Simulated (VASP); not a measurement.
A run of VASP 6.6.1 is set up as follows.

The input INCAR:

```
PREC = Accurate
ENCUT = 500
EDIFF = 1E-6
ISMEAR = 0
SIGMA = 0.05
LREAL = False
LASPH = True
NELM = 120
ALGO = Normal
ISIF = 2
LWAVE = False
LCHARG = False
NBANDS = 26
GGA_COMPAT = False
```

The input KPOINTS:

```
Automatic mesh
0
Gamma
  5 5 3
```

The input POSCAR:

```
AgI
1.0
    4.4820707897      0.0000000000      0.0000000000
   -2.2410353948      3.8815871654      0.0000000000
    0.0000000000      0.0000000000      7.3426087884
Ag I
2 2
Direct
    0.6666666667      0.3333333333      0.6280893262
    0.3333333333      0.6666666667      0.1280893262
    0.6666666667      0.3333333333      0.0019106738
    0.3333333333      0.6666666667      0.5019106738
```

Potentials or basis: VASP PAW LDA potentials, release 64 (Ag, I).

Run with:

```sh
$ cat potpaw_LDA.64/Ag/POTCAR potpaw_LDA.64/I/POTCAR > POTCAR
$ mpirun -np 1 vasp_std > vasp.out
```

Q: What does it give for the largest force?

A: 0.007 eV/Å.

Q: Estimate the band gap on the k mesh.

A: 1.13 eV.

Q: Estimate the pressure.

A: 0.1 GPa.

Forces in eV/Å, atoms in the order of the input:
```
Ag   0.000  0.000 -0.007
Ag   0.000  0.000 -0.007
I    0.000  0.000  0.007
I    0.000  0.000  0.007
```

Caveat: spin-orbit coupling is left out, which moves the levels of the heavy elements. Expect the measured gap to be larger: semilocal functionals such as LDA lack the derivative discontinuity.
